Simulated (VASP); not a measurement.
Os:

```
Os
1.0
     2.71575    0.00000    0.00000
    -1.35787    2.35191    0.00000
     0.00000    0.00000    4.29071
Os
2
Direct
  0.66667 0.33333 0.75000
  0.33333 0.66667 0.25000
```

Base run:

* Program: VASP 6.6.1
* Functional: r2SCAN
* Potentials or basis: VASP PAW PBE potentials, release 64 (Os)
* Cutoff: 520 eV
* k mesh: 11 × 11 × 6
* Occupations: fermi-dirac, width 0.05 eV
* Spin: no spin polarisation

Its results: band gap on the k mesh zero (bands 8 and 9 overlap by 4.19 eV); pressure 11.6 GPa.

The run is repeated on the same cell with these changes: functional from r2SCAN to HF; k mesh from 11 × 11 × 6 to 6 × 6 × 3. What comes out?

Band gap on the k mesh zero (bands 8 and 9 overlap by 10.47 eV); pressure 5.2 GPa.

Several settings changed at once.

Caveats: some runs use coarse meshes; the PAW data sets were made with another functional, which shifts forces and pressure a little; spin-orbit coupling is left out, which moves the levels of the heavy elements; the cell stands under pressure (at least some runs).
